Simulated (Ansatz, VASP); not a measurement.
**K in VASP and in Ansatz**

```xyz
1
Lattice="-2.6699 2.6699 2.6699 2.6699 -2.6699 2.6699 2.6699 2.6699 -2.6699" Properties=species:S:1:pos:R:3 pbc="T T T"
K     0.0000    0.0000    0.0000
```

Alike in both runs: task single point; functional r2SCAN; k mesh 3 × 3 × 3; occupations fermi-dirac, width 0.1 eV; no spin polarisation.

```csv
,VASP,Ansatz
version,VASP 6.6.1,Ansatz 0.2.0
potentials or method,"VASP PAW PBE potentials, release 64 (K_sv), cutoff 520 eV","plane waves (500 eV) with PAW, scalar-relativistic"
valence electrons in the cell,9,9
```

```tsv
	VASP	Ansatz	Ansatz less VASP
pressure (GPa)	-0.1	-0.1	+0.02
```

VASP's potentials were made for PBE, not for r2SCAN. With one functional, cell and mesh, what is left measures potentials, basis and numerics.

The k mesh is coarse, so the values compare programs but aren't converged.
